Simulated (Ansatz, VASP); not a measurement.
# Si in VASP and in Ansatz

```
Si
1.0
     3.66074    0.00000    0.00000
    -1.83037    3.17030    0.00000
     0.00000    0.00000    6.78226
Si
4
Direct
  0.33333 0.66667 0.05350
  0.66667 0.33333 0.55350
  0.33333 0.66667 0.44650
  0.66667 0.33333 0.94650
```

Alike in both runs: task single point; functional LDA; k mesh 12 × 12 × 6; occupations gaussian, width 0.03 eV; no spin polarisation.

|  | VASP | Ansatz |
| --- | --- | --- |
| version | VASP 6.6.1 | Ansatz 0.2.0 |
| potentials or method | VASP PAW LDA potentials, release 64 (Si), cutoff 520 eV | scalar-relativistic, plane waves, PAW |
| valence electrons in the cell | 16 | 16 |

|  | VASP | Ansatz | Ansatz less VASP |
| --- | --- | --- | --- |
| gap on the k mesh at the Fermi level (eV) | 0.16 | 0.15 | -0.008 |
| least direct gap on the mesh (eV) | 0.16 | 0.15 | -0.008 |
| pressure (GPa) | 4.7 | 4.6 | -0.06 |
| traceless stress, the component that is largest in VASP (GPa) | -17.43 | -17.33 | +0.102 |
| rms of the force components (eV/Å) | 1.095 | 1.095 | -0.0008 |

Ansatz warns that its potentials were made for another functional, while VASP's fit it. LDA's correlation is that of Perdew and Zunger in VASP and of Perdew and Wang (1992) in Ansatz. Atom by atom the forces differ by 0.001 eV/Å (rms over components).
